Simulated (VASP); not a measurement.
Wanted: the native input for a VASP 6.6.1 run.

```yaml
Task: single point
Functional: LDA
Potentials_or_basis: VASP PAW LDA potentials, release 64 (Sn_d, O)
Cutoff: 520 eV
k_mesh: 8 × 6 × 6
Occupations: gaussian, width 0.05 eV
Spin: no spin polarisation
Dipole_correction: no
Further_INCAR_settings: ALGO = Normal; EDIFF = 1e-06; NBANDS = 28
```

The structure of SnO lies in POSCAR:

```
SnO
1.0
    3.1033796250      0.0000000000      0.0000000000
    0.0000000000      5.6741040000      0.0000000000
    0.0000000000      0.0000000000      4.2219700000
Sn O
2 2
Direct
    0.0000000000      0.2319090000      0.5131440000
    0.5000000000      0.7680910000      0.0131440000
    0.0000000000      0.8912500000      0.7368570000
    0.5000000000      0.1087500000      0.2368570000
```

This cell differs from its parent crystal: strain -0.0750 x Voigt [1, 0, 0, 0, 0, 0].

These files were run (other wordings do the same):

INCAR

```
PREC = Accurate
ENCUT = 520
EDIFF = 1E-6
ISMEAR = 0
SIGMA = 0.05
LREAL = False
LASPH = True
NELM = 60
ALGO = Normal
ISIF = 2
LWAVE = False
LCHARG = False
NBANDS = 28
```

KPOINTS

```
regular mesh
0
Gamma
  8 6 6
```

Potentials or basis: VASP PAW LDA potentials, release 64 (Sn_d, O).

Launch:

```bash
$ cat potpaw_LDA.64/Sn_d/POTCAR potpaw_LDA.64/O/POTCAR > POTCAR
$ mpirun -np 1 vasp_std > vasp.out
```

Results of the run:

```yaml
Pressure: 2.6 GPa
Largest_force: 0.674 eV/Å
Band_gap_on_the_k_mesh: 1.43 eV (least direct gap 1.86 eV)
```

Caveat: the cell differs from its parent crystal (strain -0.0750 x Voigt [1, 0, 0, 0, 0, 0]); spin-orbit coupling is left out, which moves the levels of the heavy elements.

Wall time 54 s on 1 thread of Intel(R) Xeon(R) 6975P-C (Granite Rapids) (shared host), peak memory 0.25 GiB.
